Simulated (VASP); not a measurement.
A run of VASP 6.6.1:

The input INCAR:

```
ALGO = Normal
EDIFF = 1E-8
ENCUT = 520
GGA = PE
ISIF = 2
ISMEAR = -1
LASPH = True
LCHARG = False
LEFG = True
LREAL = False
LWAVE = False
NBANDS = 17
NELM = 80
PREC = Accurate
SIGMA = 0.03
```

KPOINTS

```
k-points
0
Gamma
  11 11 11
```

Contents of POSCAR:

```
BiAs
1.0
    0.0000000000      2.9554593537      2.9554593537
    2.9554593537      0.0000000000      2.9554593537
    2.9554593537      2.9554593537      0.0000000000
As Bi
1 1
Direct
    0.0000000000      0.0000000000      0.0000000000
    0.5000000000      0.5000000000      0.5000000000
```

Potentials or basis: VASP PAW PBE potentials, release 64 (As, Bi_d).

Command:

```console
$ cat potpaw_PBE.64/As/POTCAR potpaw_PBE.64/Bi_d/POTCAR > POTCAR
$ mpirun -np 1 vasp_std > vasp.out
```

Hardware: 1 thread of Intel Xeon 8259CL, with other jobs on the host.

Question: Estimate the wall time of this run.

Answer: Wall time 65 s on 1 thread of Intel Xeon 8259CL, on a shared host, peak memory 0.21 GiB. Counts: scf iterations 18, k points 56.
